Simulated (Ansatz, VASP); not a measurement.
# Ti: VASP beside Ansatz

File INCAR:

```
SYSTEM = Ti
PREC = Accurate
ENCUT = 520
EDIFF = 1E-6
ISMEAR = 0
SIGMA = 0.15
LREAL = .False.
LASPH = .True.
NELM = 80
ALGO = Fast
ISIF = 2
LWAVE = .False.
LCHARG = .True.
GGA = PS
LELF = .True.
LVHAR = .True.
NBANDS = 19
```

Contents of KPOINTS:

```
Automatic mesh
0
Gamma
  18 18 10
  0 0 0
```

Contents of POSCAR:

```
Ti
1.0
    2.9499978604      0.0000000000      0.0000000000
   -1.4749989302      2.5547730882      0.0000000000
    0.0000000000      0.0000000000      4.6860000000
Ti
2
Direct
    0.3773685553      0.7547371106      0.2500000000
    0.6666666667      0.3333333333      0.7500000000
```

Input for Ansatz:

```yaml
crystal:
  lattice:
    - [2.9499978604, 0.0, 0.0]
    - [-1.4749989302, 2.5547730882, 0.0]
    - [0.0, 0.0, 4.686]
  atoms:
    - { symbol: Ti, position: [0.3773685553, 0.7547371106, 0.25] }
    - { symbol: Ti, position: [0.6666666667, 0.3333333333, 0.75] }
basis:
  ecutwfc: 420
kpoints:
  mp_grid: { grid: [18, 18, 10] }
hamiltonian:
  xc: pbesol
scf:
  occupations: { method: gaussian, width: 0.15 }
output:
  forces: true
  stress: true
  eigenvalues: true
  write_density: true
  write_potential: true
  elf: true
  volumetric_format: npy
```

Alike in both runs: task single point; functional PBEsol; k mesh 18 × 18 × 10; occupations gaussian, width 0.15 eV; no spin polarisation.

```csv
,VASP,Ansatz
version,VASP 6.6.1,Ansatz 0.2.0
potentials or method,"VASP PAW PBE potentials, release 64 (Ti_sv), cutoff 520 eV","scalar-relativistic, plane waves, PAW"
valence electrons in the cell,24,24
```

|  | VASP | Ansatz | Ansatz less VASP |
| --- | --- | --- | --- |
| gap on the k mesh at the Fermi level (eV) | none | none | - |
| pressure (GPa) | -6.3 | -6.0 | +0.23 |
| traceless stress, the component that is largest in VASP (GPa) | -2.81 | -2.84 | -0.029 |
| rms of the force components (eV/Å) | 0.171 | 0.171 | +0.0001 |

VASP's potentials were made for PBE, not for PBEsol. Atom by atom the forces differ by 0.000 eV/Å (rms over components). A gap of «none» marks a metal or a gap that the smearing closes. With one functional, cell and mesh, what is left measures potentials, basis and numerics.
